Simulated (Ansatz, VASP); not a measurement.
**Two plane-wave programs on K3CO**

File INCAR:

```
SYSTEM = K3CO
PREC = Accurate ; ENCUT = 520
EDIFF = 1E-7 ; ISMEAR = 0
SIGMA = 0.1 ; LREAL = .False.
LASPH = .True. ; NELM = 150
ALGO = Normal ; ISIF = 2
LWAVE = .False. ; LCHARG = .False.
ISPIN = 2 ; MAGMOM = 0 0 0 1 0
LORBIT = 11 ; GGA = PE
NBANDS = 30
```

Contents of KPOINTS:

```
Automatic mesh
0
Gamma
  4 4 4
  0 0 0
```

The input POSCAR:

```
K3CO
1.0
    5.2310620000      0.0000000000      0.0000000000
    0.0000000000      5.2310620000      0.0000000000
    0.0000000000      0.0000000000      5.2310620000
K C O
3 1 1
Direct
    0.0000000000      0.0000000000      0.5000000000
    0.0000000000      0.5000000000      0.0000000000
    0.5000000000      0.0000000000      0.0000000000
    0.5000000000      0.5000000000      0.5000000000
    0.0000000000      0.0000000000      0.0000000000
```

Input for Ansatz:

```yaml
crystal:
  lattice:
    - [5.231062, 0.0, 0.0]
    - [0.0, 5.231062, 0.0]
    - [0.0, 0.0, 5.231062]
  atoms:
    - { symbol: K, position: [0.0, 0.0, 0.5] }
    - { symbol: K, position: [0.0, 0.5, 0.0] }
    - { symbol: K, position: [0.5, 0.0, 0.0] }
    - { symbol: C, position: [0.5, 0.5, 0.5], spin: 1.0 }
    - { symbol: O, position: [0.0, 0.0, 0.0] }
basis:
  ecutwfc: 420
kpoints:
  mp_grid: { grid: [4, 4, 4] }
hamiltonian:
  xc: pbe
scf:
  occupations: { method: gaussian, width: 0.1 }
  lower_state_search: "off"
output:
  forces: true
  stress: true
  eigenvalues: true
  populations: true
magnetization:
  spin_polarized: true
```

Alike in both runs: task single point; functional PBE; k mesh 4 × 4 × 4; occupations gaussian, width 0.1 eV; collinear spin.

|  | VASP | Ansatz |
| --- | --- | --- |
| version | VASP 6.6.1 | Ansatz 0.2.0 |
| potentials or method | VASP PAW PBE potentials, release 64 (K_sv, C, O), cutoff 520 eV | scalar-relativistic, plane waves, PAW |
| valence electrons in the cell | 37 | 37 |

|  | VASP | Ansatz | Ansatz less VASP |
| --- | --- | --- | --- |
| gap on the k mesh at the Fermi level (eV) | 0.29 | 0.29 | +0.005 |
| least direct gap on the mesh (eV) | 0.36 | 0.36 | +0.005 |
| pressure (GPa) | -0.1 | -0.2 | -0.07 |
| net moment per atom (μB) | 0.60 | 0.60 | 0.000 |
| size of the moment on the site where the two differ most (μB) | 1.15 | 2.44 | +1.291 |

Site moments also hang on the region over which each program counts them.
